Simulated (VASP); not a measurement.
Input of a VASP 6.6.1 run:

Contents of INCAR:

```
SYSTEM = Zn
  ALGO = Fast
  EDIFF = 1E-7
  ENCUT = 520
  GGA = PS
  ISIF = 2
  ISMEAR = 0
  LASPH = .True.
  LCHARG = .True.
  LELF = .True.
  LREAL = .False.
  LVHAR = .True.
  LWAVE = .False.
  NBANDS = 12
  NELM = 80
  PREC = Accurate
  SIGMA = 0.1
```

File KPOINTS:

```
k-points
0
Gamma
  18 18 18
  0 0 0
```

POSCAR

```
Zn
1.0
    0.0000000000      1.9070312334      1.9070312334
    1.9070312334      0.0000000000      1.9070312334
    1.9070312334      1.9070312334      0.0000000000
Zn
1
Direct
    0.0000000000      0.0000000000      0.0000000000
```

Potentials or basis: VASP PAW PBE potentials, release 64 (Zn).

Run with:

```console
$ cat potpaw_PBE.64/Zn/POTCAR > POTCAR
$ mpirun -np 1 vasp_std > vasp.out
```

(1) Predict the band gap on the k mesh.

(2) What does it give for the pressure?

Results:

(1) zero (bands 6 and 7 overlap by 2.97 eV).

(2) 2.2 GPa.

Caveat: the cell differs from its parent crystal (strained); the PAW data sets were made with another functional, which shifts forces and pressure a little.
